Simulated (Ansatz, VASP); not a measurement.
Given: the input of a run of VASP 6.6.1 on AlNi3.

The input INCAR:

```
  PREC = Accurate
  ENCUT = 590
  EDIFF = 1E-6
  ISMEAR = -1
  SIGMA = 0.05
  LREAL = False
  LASPH = True
  NELM = 200
  ALGO = Normal
  ISIF = 2
  LWAVE = False
  LCHARG = False
  ISPIN = 2
  MAGMOM = 2 2 2 0
  LORBIT = 11
  NUPDOWN = 6.0
  LMAXMIX = 4
  GGA = PS
  NBANDS = 40
  GGA_COMPAT = False
```

KPOINTS

```
Automatic mesh
0
Gamma
  7 7 7
```

Contents of POSCAR:

```
AlNi3
1.0
    0.0000000000      2.8018887551      2.8018887551
    2.8018887551      0.0000000000      2.8018887551
    2.8018887551      2.8018887551      0.0000000000
Ni Al
3 1
Direct
    0.7500000000      0.7500000000      0.7500000000
    0.0000000000      0.0000000000      0.0000000000
    0.2500000000      0.2500000000      0.2500000000
    0.5000000000      0.5000000000      0.5000000000
```

Potentials or basis: VASP PAW PBE potentials, release 64 (Ni_sv_GW, Al).

The run is started by

```bash
$ cat potpaw_PBE.64/Ni_sv_GW/POTCAR potpaw_PBE.64/Al/POTCAR > POTCAR
$ mpirun -np 1 vasp_std > vasp.out
```

**Question.** Set up the same calculation for Ansatz 0.2.0. Potentials there: Ansatz PAW.

**Answer.** As run (the cutoff follows the program's own potentials):

The input input.yaml:

```yaml
crystal:
  lattice:
    - [0.0, 2.8018887551, 2.8018887551]
    - [2.8018887551, 0.0, 2.8018887551]
    - [2.8018887551, 2.8018887551, 0.0]
  atoms:
    - { symbol: Ni, position: [0.75, 0.75, 0.75], spin: 2.0 }
    - { symbol: Ni, position: [0.0, 0.0, 0.0], spin: 2.0 }
    - { symbol: Ni, position: [0.25, 0.25, 0.25], spin: 2.0 }
    - { symbol: Al, position: [0.5, 0.5, 0.5] }
hamiltonian:
  xc: pbesol
  pseudopotentials: { kind: paw }
magnetization:
  spin_polarized: true
  initial_magnetization: 6.0
  spin_locking: { lock_magnetization: hard }
kpoints:
  mp_grid: { grid: [7, 7, 7] }
scf:
  occupations: { method: fermi_dirac, width: 0.05 }
  lower_state_search: "off"
output:
  forces: true
  stress: true
  eigenvalues: true
```

Potentials or basis: Ansatz PAW.

Run with:

```sh
$ ansatz run input.yaml --threads 2 --pin off --max-ram 5632MiB --backend cpu --events-out ev --progress --plain --runs-dir out
```

Both were run:

|  | VASP | Ansatz | Ansatz less VASP |
| --- | --- | --- | --- |
| pressure (GPa) | 24.6 | 27.5 | +2.86 |
| net moment per atom (μB) | 1.50 | 1.50 | 0.000 |
| size of the moment on the site where the two differ most (μB) | 0.19 | 0.28 | +0.089 |

VASP's potentials were made for PBE, not for PBEsol. Site moments also hang on the region over which each program counts them. With one functional, cell and mesh, what is left measures potentials, basis and numerics.
